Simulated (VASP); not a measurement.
# Ti (Pm-3m) in VASP: single point with PBEsol

Aim: the single point of Ti with PBEsol.

All numbers are computed with VASP 6.6.1; they aren't measurements. Logs are shortened: lines on timing, memory, paths and dates and some standing lists are left out, and cuts for length are marked.

## Step 1: The cell of the first run

It takes space group Pm-3m (No. 221, cubic). Conventional cell: a = 3.018 Å, b = 3.018 Å, c = 3.018 Å, α = 90.00°, β = 90.00°, γ = 90.00°. Ti (site symmetry m-3m) has 6 Ti at 3.02 Å within 4.0 Å.

## Step 2: Single point, PBEsol

INCAR

```
PREC = Accurate ; ENCUT = 520
EDIFF = 1E-6 ; ISMEAR = -1
SIGMA = 0.1 ; LREAL = F
LASPH = T ; NELM = 60
ALGO = Normal ; ISIF = 2
LWAVE = F ; LCHARG = F
GGA = PS ; NBANDS = 12
```

KPOINTS

```
Automatic mesh
0
Gamma
  10 10 10
```

POSCAR

```
Ti
1.0
    3.0180000000      0.0000000000      0.0000000000
    0.0000000000      3.0180000000      0.0000000000
    0.0000000000      0.0000000000      3.0180000000
Ti
1
Direct
    0.5000000000      0.5000000000      0.5000000000
```

Potentials or basis: VASP PAW PBE potentials, release 64 (Ti_sv).

Started as:

```
> cat potpaw_PBE.64/Ti_sv/POTCAR > POTCAR
> mpirun -np 1 vasp_std > vasp.out
```

OUTCAR:

```text
PREC = Accurate
   ENCUT = 520
   EDIFF = 1E-6
   ISMEAR = -1
   LREAL = F
   LASPH = T
   NELM = 60
   ISIF = 2
   GGA = PS

 ion  position               nearest neighbor table
   1  0.500  0.500  0.500-

  LATTYP: Found a simple cubic cell.
 ALAT       =     3.0180000000

  Lattice vectors:

 A1 = (   3.0180000000,   0.0000000000,   0.0000000000)
 A2 = (   0.0000000000,   3.0180000000,   0.0000000000)
 A3 = (   0.0000000000,   0.0000000000,   3.0180000000)

Analysis of symmetry for initial positions (statically):
=====================================================================
 Subroutine PRICEL returns:
 Original cell was already a primitive cell.

 Routine SETGRP: Setting up the symmetry group for a
 simple cubic supercell.

 Subroutine GETGRP returns: Found 48 space group operations
 (whereof 48 operations were pure point group operations)
 out of a pool of 48 trial point group operations.

The static configuration has the point symmetry O_h .

Analysis of symmetry for dynamics (positions and initial velocities):
=====================================================================
 Subroutine PRICEL returns:
 Original cell was already a primitive cell.

 Routine SETGRP: Setting up the symmetry group for a
 simple cubic supercell.

 Subroutine GETGRP returns: Found 48 space group operations
 (whereof 48 operations were pure point group operations)
 out of a pool of 48 trial point group operations.

The dynamic configuration has the point symmetry O_h .

 Subroutine INISYM returns: Found 48 space group operations
 (whereof 48 operations are pure point group operations),
 and found     1 'primitive' translations

----------------------------------------------------------------------------------------

                                     Primitive cell

  volume of cell :      27.4889

  direct lattice vectors                    reciprocal lattice vectors
     3.018000000  0.000000000  0.000000000     0.331345262  0.000000000  0.000000000
     0.000000000  3.018000000  0.000000000     0.000000000  0.331345262  0.000000000
     0.000000000  0.000000000  3.018000000     0.000000000  0.000000000  0.331345262

  length of vectors
     3.018000000  3.018000000  3.018000000     0.331345262  0.331345262  0.331345262

  position of ions in fractional coordinates (direct lattice)
     0.500000000  0.500000000  0.500000000

  ion indices of the primitive-cell ions
   primitive index   ion index
                 1           1

----------------------------------------------------------------------------------------

 KPOINTS: Automatic mesh

Automatic generation of k-mesh.
 Grid dimensions read from file:
 generate k-points for:   10   10   10

 Generating k-lattice:

  Cartesian coordinates                     Fractional coordinates (reciprocal lattice)
     0.033134526  0.000000000  0.000000000     0.100000000  0.000000000  0.000000000
     0.000000000  0.033134526  0.000000000     0.000000000  0.100000000  0.000000000
     0.000000000  0.000000000  0.033134526     0.000000000  0.000000000  0.100000000

  Length of vectors
     0.033134526  0.033134526  0.033134526

  Shift w.r.t. Gamma in fractional coordinates (k-lattice)
     0.000000000  0.000000000  0.000000000

 Subroutine IBZKPT returns following result:
 ===========================================

 Found     56 irreducible k-points:

 Following reciprocal coordinates:
            Coordinates               Weight
  0.000000  0.000000  0.000000      1.000000
  0.100000  0.000000  0.000000      6.000000
  0.200000  0.000000  0.000000      6.000000
  0.300000  0.000000  0.000000      6.000000
  0.400000  0.000000  0.000000      6.000000
  0.500000  0.000000  0.000000      3.000000
[... 16 lines left out ...]
  0.200000  0.100000  0.100000     24.000000
  0.300000  0.100000  0.100000     24.000000
 [... further k-points ...]
   k-points           NKPTS =     56   k-points in BZ     NKDIM =     56   number of bands    NBANDS=     12
   number of dos      NEDOS =    301   number of ions     NIONS =      1
   total plane-waves  NPLWV =  13824
   dimension x,y,z NGX =    24 NGY =   24 NGZ =   24
   dimension x,y,z NGXF=    48 NGYF=   48 NGZF=   48
   ions per type =               1
   NGX,Y,Z   is equivalent  to a cutoff of  13.22, 13.22, 13.22 a.u.
   NGXF,Y,Z  is equivalent  to a cutoff of  26.44, 26.44, 26.44 a.u.
 SYSTEM =  unknown system
   PREC   = accura    normal or accurate (medium, high low for compatibility)
   ISTART =      0    job   : 0-new  1-cont  2-samecut
   ICHARG =      2    charge: 1-file 2-atom 10-const
   ISPIN  =      1    spin polarized calculation?
   LNONCOLLINEAR =      F non collinear calculations
   LSORBIT =      F    spin-orbit coupling
   LASPH  =      T    aspherical Exc in radial PAW
   ENCUT  =  520.0 eV  38.22 Ry    6.18 a.u.   5.61  5.61  5.61*2*pi/ulx,y,z
   NELM   =     60;   NELMIN=  2; NELMDL= -5     # of ELM steps
   EDIFF  = 0.1E-05   stopping-criterion for ELM
   LREAL  =      F    real-space projection
   EDIFFG = 0.1E-04   stopping-criterion for IOM
   NSW    =      0    number of steps for IOM
   IBRION =     -1    ionic relax: 0-MD 1-quasi-New 2-CG
   NFREE  =      0    steps in history (QN), initial steepest desc. (CG)
   ISIF   =      2    stress and relaxation
   ISYM   =      2    0-nonsym 1-usesym 2-fastsym
   POTIM  = 0.5000    time-step for ionic-motion
   TEBEG  =    0.0;   TEEND  =   0.0 temperature during run
   PSTRESS=    0.0 pullay stress
   NELECT =      12.0000    total number of electrons
   NUPDOWN=      -1.0000    fix difference up-down
   EMIN   =  10.00;   EMAX   =-10.00  energy-range for DOS
   EFERMI =   0.00;   METHOD = LEGACY
   ISMEAR =    -1;   SIGMA  =   0.10  broadening in eV -4-tet -1-fermi 0-gaus
   EFERMI_NEDOS =   21; number of points for ismear=-14 and -15
   IALGO  =     38    algorithm
   IMIX   =      4    mixing-type and parameters
     AMIX     =   0.40;   BMIX     =  1.00
     AMIX_MAG =   1.60;   BMIX_MAG =  1.00
  volume/ion in A,a.u.               =      27.49       185.50
  Fermi-wavevector in a.u.,A,eV,Ry     =   1.241889  2.346829 20.984096  1.542288
  Thomas-Fermi vector in A             =   2.376267
   LORBIT       =      0    0 simple, 1 ext, 2 COOP (PROOUT), +10 PAW based schemes
   GGA     = PS    functional components
   LHFCALC =     F    Hartree Fock is set to
   AEXX    =    0.0000 exact exchange contribution
   IVDW    =     0    specifies the selected vdW correction
   LEPSILON=     F    determine dielectric tensor
   LRPA    =     F    only Hartree local field effects (RPA)
 non-spin polarized calculation
  energy-cutoff  :      520.00
  volume of cell :       27.49
 maximum number of plane-waves:       756
 NGX is ok and might be reduce to    24
   NGX = 11   NGY = 11   NGZ = 11

 number of electron      11.9999999 magnetization

 Free energy of the ion-electron system (eV)
  ---------------------------------------------------
  ext. energy  EPLUGINS =         0.00000000
  ---------------------------------------------------
  free energy    TOTEN  =        -6.79067578 eV

  energy without entropy =       -6.68682779  energy(sigma->0) =       -6.73875179

 E-fermi :   4.0025     XC(G=0):  -9.5242

 val. band max:        3.9788452361   @ k =   0.2000   0.2000   0.1000
 cond. band min:       4.0044859170   @ k =   0.4000   0.4000   0.3000
 fundamental gap:      0.0256406809
 Fermi energy:         4.0024639609

 k-point     1 :       0.0000    0.0000    0.0000
  band No.  band energies     occupation
      1     -52.9397      2.00000
      2     -29.1361      2.00000
      3     -29.1361      2.00000
      4     -29.1361      2.00000
      5      -0.7244      2.00000
      6       3.2917      1.99836
      7       3.2917      1.99836
      8       6.3824      0.00000
      9       6.3824      0.00000
     10       6.3824      0.00000
     11      15.8259      0.00000
     12      15.8259      0.00000

 k-point     2 :       0.1000    0.0000    0.0000
  band No.  band energies     occupation
      1     -52.9372      2.00000
      2     -29.1599      2.00000
      3     -29.1342      2.00000
      4     -29.1342      2.00000
      5      -0.5403      2.00000
      6       3.3291      1.99762
      7       3.3850      1.99585
      8       6.2688      0.00000
      9       6.2688      0.00000
     10       6.3911      0.00000
     11      14.3372      0.00000
     12      16.1066      0.00000

 k-point     3 :       0.2000    0.0000    0.0000
  band No.  band energies     occupation
      1     -52.9308      2.00000
      2     -29.2216      2.00000
      3     -29.1291      2.00000
      4     -29.1291      2.00000
      5      -0.0112      2.00000
      6       3.4290      1.99355
      7       3.6217      1.95655
      8       5.9895      0.00000
      9       5.9896      0.00000
     10       6.4137      0.00000
     11      12.0915      0.00000
     12      16.8867      0.00000

 k-point     4 :       0.3000    0.0000    0.0000
  band No.  band energies     occupation
      1     -52.9228      2.00000
      2     -29.2972      2.00000
      3     -29.1227      2.00000
      4     -29.1227      2.00000
      5       0.7909      2.00000
      6       3.5571      1.97699
      7       3.8578      1.61910
      8       5.6744      0.00000
      9       5.6744      0.00000
     10       6.4420      0.00000
     11      10.1327      0.00000
     12      18.0298      0.00000

 k-point     5 :       0.4000    0.0000    0.0000
  band No.  band energies     occupation
      1     -52.9163      2.00000
      2     -29.3578      2.00000
      3     -29.1175      2.00000
      4     -29.1175      2.00000
      5       1.7094      2.00000
      6       3.6648      1.93396
      7       3.8538      1.63102
      8       5.4391      0.00000
      9       5.4391      0.00000
     10       6.4649      0.00000
     11       8.7884      0.00000
     12      18.2470      0.00000

 k-point     6 :       0.5000    0.0000    0.0000
  band No.  band energies     occupation
      1     -52.9139      2.00000
      2     -29.3808      2.00000
      3     -29.1156      2.00000
      4     -29.1156      2.00000
      5       2.2559      2.00000
      6       3.6641      1.93437
      7       3.7069      1.90107
      8       5.3531      0.00000
      9       5.3531      0.00000
     10       6.4738      0.00000
     11       8.3172      0.00000
     12      18.1150      0.00000

 k-point     7 :       0.1000    0.1000    0.0000
  band No.  band energies     occupation
      1     -52.9348      2.00000
      2     -29.1587      2.00000
      3     -29.1569      2.00000
      4     -29.1322      2.00000
      5      -0.3578      2.00000
      6       3.3928      1.99551
      7       3.4558      1.99158
      8       6.1465      0.00000
      9       6.2570      0.00000
     10       6.3014      0.00000
     11      14.4884      0.00000
     12      14.6396      0.00000

 k-point     8 :       0.2000    0.1000    0.0000
  band No.  band energies     occupation
      1     -52.9284      2.00000
      2     -29.2193      2.00000
      3     -29.1524      2.00000
      4     -29.1271      2.00000
      5       0.1659      2.00000
      6       3.5020      1.98667
      7       3.6931      1.91329
      8       5.8534      0.00000
      9       6.0001      0.00000
     10       6.3103      0.00000
     11      12.2866      0.00000
     12      15.1870      0.00000
[... 166 lines left out ...]
 k-point    20 :       0.5000    0.4000    0.0000
  band No.  band energies     occupation
      1     -52.8911      2.00000
      2     -29.3541      2.00000
      3     -29.3290      2.00000
      4     -29.0977      2.00000
      5       2.6928      2.00000
      6       3.6777      1.92515
      7       5.5515      0.00000
      8       5.6508      0.00000
      9       6.0503      0.00000
     10       7.1358      0.00000
     11       7.9448      0.00000
     12      12.6916      0.00000

 k-point    21 :       0.5000    0.5000    0.0000
  band No.  band energies     occupation
      1     -52.8887      2.00000
      2     -29.3512      2.00000
      3     -29.3512      2.00000
      4     -29.0958      2.00000
      5       2.6147      2.00000
      6       3.7704      1.82121
      7       5.5730      0.00000
      8       5.5730      0.00000
      9       7.0324      0.00000
     10       7.3861      0.00000
     11       7.3861      0.00000
     12      12.0118      0.00000

 k-point    22 :       0.1000    0.1000    0.1000
  band No.  band energies     occupation
      1     -52.9323      2.00000
      2     -29.1576      2.00000
      3     -29.1549      2.00000
      4     -29.1549      2.00000
      5      -0.1770      2.00000
      6       3.4934      1.98776
      7       3.4934      1.98776
      8       6.1233      0.00000
      9       6.1768      0.00000
     10       6.1768      0.00000
     11      14.7216      0.00000
     12      14.7221      0.00000

 k-point    23 :       0.2000    0.1000    0.1000
  band No.  band energies     occupation
      1     -52.9259      2.00000
      2     -29.2171      2.00000
      3     -29.1512      2.00000
      4     -29.1496      2.00000
      5       0.3409      2.00000
      6       3.5954      1.96644
      7       3.7472      1.85550
      8       5.8660      0.00000
      9       5.8705      0.00000
     10       6.1951      0.00000
     11      12.4850      0.00000
     12      15.3430      0.00000

 k-point    24 :       0.3000    0.1000    0.1000
  band No.  band energies     occupation
      1     -52.9180      2.00000
      2     -29.2922      2.00000
      3     -29.1446      2.00000
      4     -29.1430      2.00000
      5       1.1218      2.00000
      6       3.7305      1.87638
      7       3.9608      1.20556
      8       5.5214      0.00000
      9       5.6550      0.00000
     10       6.2320      0.00000
     11      10.4611      0.00000
     12      16.1959      0.00000

 [... further k-points ...]
[... 5 lines left out ...]
  --------------------------------------------------------------------------------------
  -------------------------------------------------------------------------------------
  Total       -2.9217756     -2.9217756     -2.9217756      0.0000000     -0.0000000      0.0000000
  in kB     -170.2941531   -170.2941531   -170.2941531      0.0000000     -0.0000000      0.0000000
  external PRESSURE =    -170.2941531 kB  Pullay stress =       0.0000000 kB

 VOLUME and BASIS-vectors are now :
 -----------------------------------------------------------------------------
  energy-cutoff  :      520.00
  volume of cell :       27.49
      direct lattice vectors                 reciprocal lattice vectors
     3.018000000  0.000000000  0.000000000     0.331345262  0.000000000  0.000000000
     0.000000000  3.018000000  0.000000000     0.000000000  0.331345262  0.000000000
     0.000000000  0.000000000  3.018000000     0.000000000  0.000000000  0.331345262

 POSITION                                       TOTAL-FORCE (eV/Angst)
 -----------------------------------------------------------------------------------
      1.50900      1.50900      1.50900         0.000000      0.000000      0.000000
 -----------------------------------------------------------------------------------
    total drift:                                0.000000     -0.000000     -0.000000

  FREE ENERGIE OF THE ION-ELECTRON SYSTEM (eV)
  ---------------------------------------------------
  free  energy   TOTEN  =        -6.7906757833 eV

  energy  without entropy=       -6.6868277941  energy(sigma->0) =       -6.73875179
```

It took 17 s on 1 thread of Intel Xeon 8259CL, shared host; peak memory 0.14 GiB.

Results:

* Free energy: -6.7907 eV
* Pressure: -17.0 GPa
* Band gap on the k mesh: zero (band 6 reaches 4.53 eV, above the bottom of band 7 at 3.29 eV)

Levels at points of the mesh, in eV from the Fermi level:
```
           k point  band 4  band 5  band 6  band 7  band 8  band 9
(0.00, 0.00, 0.00)  -33.14   -4.73   -0.71   -0.71    2.38    2.38
(0.50, 0.00, 0.00)  -33.12   -1.75   -0.34   -0.30    1.35    1.35
(0.50, 0.50, 0.00)  -33.10   -1.39   -0.23    1.57    1.57    3.03
(0.50, 0.50, 0.50)  -33.33   -0.50   -0.50   -0.50    3.09    3.09
```

Caveat: the PAW data sets were made with another functional, which shifts forces and pressure a little.
